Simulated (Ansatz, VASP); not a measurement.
## One calculation of Fe, two programs

```xyz
2
Lattice="0.0000 3.5570 3.5570 1.7785 0.0000 1.7785 1.7785 1.7785 0.0000" Properties=species:S:1:pos:R:3 pbc="T T T"
Fe    0.0000    0.0000    0.0000
Fe    0.0000    1.7785    1.7785
```

Alike in both runs: task single point; functional PBE; k mesh 6 × 12 × 12; occupations gaussian, width 0.1 eV; collinear spin.

|  | VASP | Ansatz |
| --- | --- | --- |
| version | VASP 6.6.1 | Ansatz 0.2.0 |
| potentials or method | VASP PAW PBE potentials, release 64 (Fe), cutoff 520 eV | PAW, plane waves, scalar-relativistic |
| valence electrons in the cell | 16 | 32 |

VASP gave:

| Property | Result |
| --- | --- |
| pressure (GPa) | 7.8 |
| net moment per atom (μB) | 2.31 |
| size of the moment on the site where the two differ most (μB) | 2.30 |

Problem. Estimate Ansatz's values.

Solution. Pressure (GPa): -10.3; net moment per atom (μB): 1.36; size of the moment on the site where the two differ most (μB): 1.38.

The net moments are unlike, so the other rows may belong to different states. Site moments also hang on the region over which each program counts them. VASP's potentials hold 16 valence electrons a cell and Ansatz's 32, so a difference there can come from the potentials and not from the codes.
